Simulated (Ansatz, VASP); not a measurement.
# Ta4O: VASP beside Ansatz

```xyz
5
Lattice="4.2680 0.0000 0.0000 0.0000 4.2680 0.0000 0.0000 0.0000 4.2680" Properties=species:S:1:pos:R:3 pbc="T T T"
Ta    0.0000    0.0000    0.0000
Ta    2.1340    2.1340    0.0000
Ta    2.1340    0.0000    2.1340
Ta    0.0000    2.1340    2.1340
O     2.1340    2.1340    2.1340
```

Change from the starting cell: species swapped into the Mn4N type (Pm-3m, No. 221).

Alike in both runs: task single point; functional PBE; k mesh 4 × 4 × 4; occupations gaussian, width 0.1 eV; no spin polarisation.

|  | VASP | Ansatz |
| --- | --- | --- |
| version | VASP 6.6.1 | Ansatz 0.2.0 |
| potentials or method | VASP PAW PBE potentials, release 64 (Ta_pv, O), cutoff 520 eV | scalar-relativistic, plane waves, PAW |
| valence electrons in the cell | 50 | 58 |

|  | VASP | Ansatz | Ansatz less VASP |
| --- | --- | --- | --- |
| gap on the k mesh at the Fermi level (eV) | none | none | - |
| pressure (GPa) | 4.1 | 3.8 | -0.25 |

A gap of «none» marks a metal or a gap that the smearing closes. VASP's potentials hold 50 valence electrons a cell and Ansatz's 58, so a difference there can come from the potentials and not from the codes.

The k mesh is coarse, so the values compare programs but aren't converged. Neither program's run includes spin-orbit coupling.
